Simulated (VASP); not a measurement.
# HfTi2Si2 (P-6m2) in VASP: further runs

The runs below take HfTi2Si2 through single point, relaxation of cell and atoms, with PBE.

Program: VASP 6.6.1. These are calculated values, not measurements. Logs are shortened: lines on timing, memory, paths and dates and some standing lists are left out, and cuts for length are marked.

## (1) The cell of the first run

Symmetry: P-6m2, No. 187, hexagonal system. The conventional cell has a = 3.728 Å, b = 3.728 Å, c = 7.927 Å, α = 90.00°, β = 90.00°, γ = 120.00°. Hf (site symmetry -6m2) has 3 Ti at 2.15 Å and 2 Si at 2.29 Å within 2.8 Å. Ti (site symmetry -6m2) has 3 Hf at 2.15 Å within 2.8 Å. Within 3.8 Å of Ti (site symmetry -6m2) lie 6 Si at 2.72 Å and 6 Ti at 3.73 Å. Si (site symmetry 3m) has 1 Hf at 2.29 Å and 3 Ti at 2.72 Å within 3.0 Å.

The cell was built from a structure type or drawn by symmetry, and may not be a known phase.

## (2) Single point, PBE

INCAR

```
SYSTEM = HfTi2Si2
  PREC = Accurate
  ENCUT = 520
  EDIFF = 1E-6
  ISMEAR = 0
  SIGMA = 0.1
  LREAL = .FALSE.
  LASPH = .TRUE.
  NELM = 60
  ALGO = Normal
  ISIF = 2
  LWAVE = .FALSE.
  LCHARG = .FALSE.
  GGA = PE
  NBANDS = 29
```

KPOINTS

```
Automatic mesh
0
G
  6 6 2
  0 0 0
```

POSCAR

```
HfTi2Si2
1.0
    3.7283727100      0.0000000000      0.0000000000
   -1.8641863600      3.2288654800      0.0000000000
    0.0000000000      0.0000000000      7.9274526000
Hf Ti Si
1 2 2
Direct
    0.6666666700      0.3333333300      0.5000000000
    0.3333333300      0.6666666700      0.5000000000
    0.0000000000      0.0000000000      0.0000000000
    0.6666666700      0.3333333300      0.7892707500
    0.6666666700      0.3333333300      0.2107292500
```

Potentials or basis: VASP PAW PBE potentials, release 64 (Hf_pv, Ti_sv, Si).

Run with:

```
$ cat potpaw_PBE.64/Hf_pv/POTCAR potpaw_PBE.64/Ti_sv/POTCAR potpaw_PBE.64/Si/POTCAR > POTCAR
$ mpirun -np 1 vasp_std > vasp.out
```

OUTCAR:

```text
SYSTEM = HfTi2Si2
   PREC = Accurate
   ENCUT = 520
   EDIFF = 1E-6
   ISMEAR = 0
   LREAL = .FALSE.
   LASPH = .TRUE.
   NELM = 60
   ISIF = 2
   GGA = PE

 ion  position               nearest neighbor table
   1  0.667  0.333  0.500-   2 2.15   2 2.15   2 2.15   5 2.29   4 2.29
   2  0.333  0.667  0.500-   1 2.15   1 2.15   1 2.15
   3  0.000  0.000  0.000-   4 2.72   5 2.72   4 2.72   5 2.72   4 2.72   5 2.72
   4  0.667  0.333  0.789-   1 2.29   3 2.72   3 2.72   3 2.72
   5  0.667  0.333  0.211-   1 2.29   3 2.72   3 2.72   3 2.72

  LATTYP: Found a hexagonal cell.
 ALAT       =     3.7283727100
 C/A-ratio  =     2.1262500336

  Lattice vectors:

 A1 = (   3.7283727100,   0.0000000000,   0.0000000000)
 A2 = (  -1.8641863600,   3.2288654800,   0.0000000000)
 A3 = (   0.0000000000,   0.0000000000,   7.9274526000)

Analysis of symmetry for initial positions (statically):
=====================================================================
 Subroutine PRICEL returns:
 Original cell was already a primitive cell.

 Routine SETGRP: Setting up the symmetry group for a
 hexagonal supercell.

 Subroutine GETGRP returns: Found 12 space group operations
 (whereof 12 operations were pure point group operations)
 out of a pool of 24 trial point group operations.

The static configuration has the point symmetry D_3h.

Analysis of symmetry for dynamics (positions and initial velocities):
=====================================================================
 Subroutine PRICEL returns:
 Original cell was already a primitive cell.

 Routine SETGRP: Setting up the symmetry group for a
 hexagonal supercell.

 Subroutine GETGRP returns: Found 12 space group operations
 (whereof 12 operations were pure point group operations)
 out of a pool of 24 trial point group operations.

The dynamic configuration has the point symmetry D_3h.

 Subroutine INISYM returns: Found 12 space group operations
 (whereof 12 operations are pure point group operations),
 and found     1 'primitive' translations

----------------------------------------------------------------------------------------

                                     Primitive cell

  volume of cell :      95.4340

  direct lattice vectors                    reciprocal lattice vectors
     3.728372710  0.000000000  0.000000000     0.268213528  0.154853153  0.000000000
    -1.864186360  3.228865480  0.000000000     0.000000000  0.309706306  0.000000000
     0.000000000  0.000000000  7.927452600     0.000000000  0.000000000  0.126143927

  length of vectors
     3.728372710  3.728372711  7.927452600     0.309706306  0.309706306  0.126143927

  position of ions in fractional coordinates (direct lattice)
     0.666666670  0.333333330  0.500000000
     0.333333330  0.666666670  0.500000000
     0.000000000  0.000000000  0.000000000
     0.666666670  0.333333330  0.789270750
     0.666666670  0.333333330  0.210729250

  ion indices of the primitive-cell ions
   primitive index   ion index
                 1           1
                 2           2
                 3           3
                 4           4
                 5           5

----------------------------------------------------------------------------------------

 KPOINTS: Automatic mesh

Automatic generation of k-mesh.
 Grid dimensions read from file:
 generate k-points for:    6    6    2

 Generating k-lattice:

  Cartesian coordinates                     Fractional coordinates (reciprocal lattice)
     0.044702255  0.025808859  0.000000000     0.166666667 -0.000000000  0.000000000
     0.000000000  0.051617718  0.000000000     0.000000000  0.166666667  0.000000000
     0.000000000  0.000000000  0.063071963     0.000000000  0.000000000  0.500000000

  Length of vectors
     0.051617718  0.051617718  0.063071963

  Shift w.r.t. Gamma in fractional coordinates (k-lattice)
     0.000000000  0.000000000  0.000000000

 Subroutine IBZKPT returns following result:
 ===========================================

 Found     14 irreducible k-points:

 Following reciprocal coordinates:
            Coordinates               Weight
  0.000000  0.000000  0.000000      1.000000
  0.166667  0.000000  0.000000      6.000000
  0.333333  0.000000  0.000000      6.000000
  0.500000  0.000000  0.000000      3.000000
  0.166667  0.166667  0.000000      6.000000
  0.333333  0.166667  0.000000     12.000000
  0.333333  0.333333  0.000000      2.000000
  0.000000  0.000000  0.500000      1.000000
  0.166667  0.000000  0.500000      6.000000
  0.333333  0.000000  0.500000      6.000000
  0.500000  0.000000  0.500000      3.000000
  0.166667  0.166667  0.500000      6.000000
  0.333333  0.166667  0.500000     12.000000
  0.333333  0.333333  0.500000      2.000000
   k-points           NKPTS =     14   k-points in BZ     NKDIM =     14   number of bands    NBANDS=     29
   number of dos      NEDOS =    301   number of ions     NIONS =      5
   total plane-waves  NPLWV =  47040
   dimension x,y,z NGX =    28 NGY =   28 NGZ =   60
   dimension x,y,z NGXF=    56 NGYF=   56 NGZF=  120
   ions per type =               1   2   2
   NGX,Y,Z   is equivalent  to a cutoff of  12.49, 12.49, 12.58 a.u.
   NGXF,Y,Z  is equivalent  to a cutoff of  24.97, 24.97, 25.17 a.u.
 SYSTEM =  HfTi2Si2
   PREC   = accura    normal or accurate (medium, high low for compatibility)
   ISTART =      0    job   : 0-new  1-cont  2-samecut
   ICHARG =      2    charge: 1-file 2-atom 10-const
   ISPIN  =      1    spin polarized calculation?
   LNONCOLLINEAR =      F non collinear calculations
   LSORBIT =      F    spin-orbit coupling
   LASPH  =      T    aspherical Exc in radial PAW
   ENCUT  =  520.0 eV  38.22 Ry    6.18 a.u.   6.93  6.93 14.74*2*pi/ulx,y,z
   NELM   =     60;   NELMIN=  2; NELMDL= -5     # of ELM steps
   EDIFF  = 0.1E-05   stopping-criterion for ELM
   LREAL  =      F    real-space projection
   EDIFFG = 0.1E-04   stopping-criterion for IOM
   NSW    =      0    number of steps for IOM
   IBRION =     -1    ionic relax: 0-MD 1-quasi-New 2-CG
   NFREE  =      0    steps in history (QN), initial steepest desc. (CG)
   ISIF   =      2    stress and relaxation
   ISYM   =      2    0-nonsym 1-usesym 2-fastsym
   POTIM  = 0.5000    time-step for ionic-motion
   TEBEG  =    0.0;   TEEND  =   0.0 temperature during run
   PSTRESS=    0.0 pullay stress
   NELECT =      42.0000    total number of electrons
   NUPDOWN=      -1.0000    fix difference up-down
   EMIN   =  10.00;   EMAX   =-10.00  energy-range for DOS
   EFERMI =   0.00;   METHOD = LEGACY
   ISMEAR =     0;   SIGMA  =   0.10  broadening in eV -4-tet -1-fermi 0-gaus
   EFERMI_NEDOS =   21; number of points for ismear=-14 and -15
   IALGO  =     38    algorithm
   IMIX   =      4    mixing-type and parameters
     AMIX     =   0.40;   BMIX     =  1.00
     AMIX_MAG =   1.60;   BMIX_MAG =  1.00
  volume/ion in A,a.u.               =      19.09       128.80
  Fermi-wavevector in a.u.,A,eV,Ry     =   1.245251  2.353183 21.097880  1.550650
  Thomas-Fermi vector in A             =   2.379482
   LORBIT       =      0    0 simple, 1 ext, 2 COOP (PROOUT), +10 PAW based schemes
   GGA     = PE    functional components
   LHFCALC =     F    Hartree Fock is set to
   AEXX    =    0.0000 exact exchange contribution
   IVDW    =     0    specifies the selected vdW correction
   LEPSILON=     F    determine dielectric tensor
   LRPA    =     F    only Hartree local field effects (RPA)
 non-spin polarized calculation
 Gauss-broadening in eV      SIGMA  =   0.10
  energy-cutoff  :      520.00
  volume of cell :       95.43
 maximum number of plane-waves:      2574
 NGX is ok and might be reduce to    28
   NGX = 13   NGY = 13   NGZ = 29

 number of electron      41.9999995 magnetization

 Free energy of the ion-electron system (eV)
  ---------------------------------------------------
  ext. energy  EPLUGINS =         0.00000000
  ---------------------------------------------------
  free energy    TOTEN  =       -27.31772815 eV

  energy without entropy =      -27.26644800  energy(sigma->0) =      -27.29208808

 E-fermi :   6.2665     XC(G=0): -10.5687

 val. band max:        6.2536124202   @ k =   0.3333   0.1667   0.0000
 cond. band min:       6.2707790453   @ k =   0.3333   0.1667   0.5000
 fundamental gap:      0.0171666251
 Fermi energy:         6.2665027752

 k-point     1 :       0.0000    0.0000    0.0000
  band No.  band energies     occupation
      1     -50.9610      2.00000
      2     -49.8054      2.00000
      3     -27.2787      2.00000
      4     -27.2787      2.00000
      5     -27.2458      2.00000
      6     -27.1739      2.00000
[... 21 lines left out ...]
     28       9.3199      0.00000
     29       9.5714      0.00000

 k-point     2 :       0.1667    0.0000    0.0000
  band No.  band energies     occupation
      1     -50.9602      2.00000
      2     -49.8204      2.00000
      3     -27.3473      2.00000
      4     -27.2442      2.00000
      5     -27.1845      2.00000
      6     -27.1765      2.00000
[... 21 lines left out ...]
     28       9.1680      0.00000
     29       9.5198      0.00000

 k-point     3 :       0.3333    0.0000    0.0000
  band No.  band energies     occupation
      1     -50.9587      2.00000
      2     -49.8504      2.00000
      3     -27.4762      2.00000
      4     -27.2409      2.00000
      5     -27.2057      2.00000
      6     -27.1817      2.00000
[... 21 lines left out ...]
     28       8.8682      0.00000
     29       9.4911      0.00000

 k-point     4 :       0.5000    0.0000    0.0000
  band No.  band energies     occupation
      1     -50.9579      2.00000
      2     -49.8653      2.00000
      3     -27.5371      2.00000
      4     -27.2393      2.00000
      5     -27.2162      2.00000
      6     -27.1843      2.00000
[... 21 lines left out ...]
     28       8.2859      0.00000
     29       9.0152      0.00000

 k-point     5 :       0.1667    0.1667    0.0000
  band No.  band energies     occupation
      1     -50.9591      2.00000
      2     -49.8429      2.00000
      3     -27.4759      2.00000
      4     -27.2417      2.00000
      5     -27.1984      2.00000
      6     -27.1824      2.00000
[... 21 lines left out ...]
     28       8.6673      0.00000
     29       9.6205      0.00000

 k-point     6 :       0.3333    0.1667    0.0000
  band No.  band energies     occupation
      1     -50.9579      2.00000
      2     -49.8653      2.00000
      3     -27.6079      2.00000
      4     -27.2393      2.00000
      5     -27.2109      2.00000
      6     -27.1896      2.00000
[... 21 lines left out ...]
     28       8.8191      0.00000
     29       9.0026      0.00000

 k-point     7 :       0.3333    0.3333    0.0000
  band No.  band energies     occupation
      1     -50.9575      2.00000
      2     -49.8727      2.00000
      3     -27.6964      2.00000
      4     -27.2385      2.00000
      5     -27.2056      2.00000
      6     -27.2015      2.00000
[... 21 lines left out ...]
     28       8.4956      0.00000
     29       8.6189      0.00000

 k-point     8 :       0.0000    0.0000    0.5000
  band No.  band energies     occupation
      1     -50.9610      2.00000
      2     -49.8054      2.00000
      3     -27.2787      2.00000
      4     -27.2787      2.00000
      5     -27.2458      2.00000
      6     -27.1739      2.00000
[... 21 lines left out ...]
     28       9.2021      0.00000
     29       9.3431      0.00000

 k-point     9 :       0.1667    0.0000    0.5000
  band No.  band energies     occupation
      1     -50.9602      2.00000
      2     -49.8204      2.00000
      3     -27.3473      2.00000
      4     -27.2441      2.00000
      5     -27.1845      2.00000
      6     -27.1765      2.00000
[... 21 lines left out ...]
     28       9.5579      0.00000
     29       9.6414      0.00000

 k-point    10 :       0.3333    0.0000    0.5000
  band No.  band energies     occupation
      1     -50.9587      2.00000
      2     -49.8504      2.00000
      3     -27.4762      2.00000
      4     -27.2409      2.00000
      5     -27.2057      2.00000
      6     -27.1817      2.00000
[... 21 lines left out ...]
     28       9.1916      0.00000
     29       9.5179      0.00000

 k-point    11 :       0.5000    0.0000    0.5000
  band No.  band energies     occupation
      1     -50.9579      2.00000
      2     -49.8653      2.00000
      3     -27.5371      2.00000
      4     -27.2393      2.00000
      5     -27.2162      2.00000
      6     -27.1843      2.00000
[... 21 lines left out ...]
     28       8.6439      0.00000
     29       9.0217      0.00000

 k-point    12 :       0.1667    0.1667    0.5000
  band No.  band energies     occupation
      1     -50.9591      2.00000
      2     -49.8429      2.00000
      3     -27.4759      2.00000
      4     -27.2417      2.00000
      5     -27.1984      2.00000
      6     -27.1824      2.00000
[... 21 lines left out ...]
     28       9.0806      0.00000
     29       9.2376      0.00000

 k-point    13 :       0.3333    0.1667    0.5000
  band No.  band energies     occupation
      1     -50.9579      2.00000
      2     -49.8653      2.00000
      3     -27.6079      2.00000
      4     -27.2393      2.00000
      5     -27.2109      2.00000
      6     -27.1896      2.00000
[... 21 lines left out ...]
     28       8.3065      0.00000
     29       9.3454      0.00000

 k-point    14 :       0.3333    0.3333    0.5000
  band No.  band energies     occupation
      1     -50.9575      2.00000
      2     -49.8727      2.00000
      3     -27.6964      2.00000
      4     -27.2385      2.00000
      5     -27.2056      2.00000
      6     -27.2015      2.00000
[... 21 lines left out ...]
     28       8.2305      0.00000
     29       9.3021      0.00000

------------------------ aborting loop because EDIFF is reached ----------------------------------------

  FORCE on cell =-STRESS in cart. coord.  units (eV):
  Direction    XX          YY          ZZ          XY          YZ          ZX
  --------------------------------------------------------------------------------------
  -------------------------------------------------------------------------------------
  Total       11.0897748     11.0897748     11.1057477     -0.0000000      0.0000000      0.0000000
  in kB      186.1788668    186.1788667    186.4470262     -0.0000003      0.0000000      0.0000000
  external PRESSURE =     186.2682532 kB  Pullay stress =       0.0000000 kB

 VOLUME and BASIS-vectors are now :
 -----------------------------------------------------------------------------
  energy-cutoff  :      520.00
  volume of cell :       95.43
      direct lattice vectors                 reciprocal lattice vectors
     3.728372710  0.000000000  0.000000000     0.268213528  0.154853153  0.000000000
    -1.864186360  3.228865480  0.000000000     0.000000000  0.309706306  0.000000000
     0.000000000  0.000000000  7.927452600     0.000000000  0.000000000  0.126143927

 POSITION                                       TOTAL-FORCE (eV/Angst)
 -----------------------------------------------------------------------------------
      1.86419      1.07629      3.96373         0.000000     -0.000000      0.000000
     -0.00000      2.15258      3.96373        -0.000000      0.000000      0.000000
      0.00000      0.00000      0.00000         0.000000      0.000000      0.000000
      1.86419      1.07629      6.25691         0.000000      0.000000      3.378090
      1.86419      1.07629      1.67055         0.000000      0.000000     -3.378090
 -----------------------------------------------------------------------------------
    total drift:                                0.000028     -0.000016      0.000000

  FREE ENERGIE OF THE ION-ELECTRON SYSTEM (eV)
  ---------------------------------------------------
  free  energy   TOTEN  =       -27.3177281497 eV

  energy  without entropy=      -27.2664480030  energy(sigma->0) =      -27.29208808
```

Run time: 39 s. Hardware: 1 thread of Intel Xeon 6975P-C (Granite Rapids), shared host; peak memory 0.22 GiB.

What came out:

* Free energy: -27.3177 eV
* Pressure: 18.6 GPa
* Largest force: 3.378 eV/Å
* Band gap on the k mesh: zero (bands 21 and 22 overlap by 0.78 eV)

Forces on the atoms (eV/Å):
```
Hf   0.000  0.000  0.000
Ti   0.000  0.000  0.000
Ti   0.000  0.000  0.000
Si   0.000  0.000  3.378
Si   0.000  0.000 -3.378
```

Caveat: the k points lie up to 0.40 Å⁻¹ apart, too coarse for converged energies and pressures of a metal; spin-orbit coupling is left out, which moves the levels of the heavy elements; forces of over 1 eV/Å act on the atoms, so gaps and moduli don't describe the material at rest.

[end of part 1 of 3]
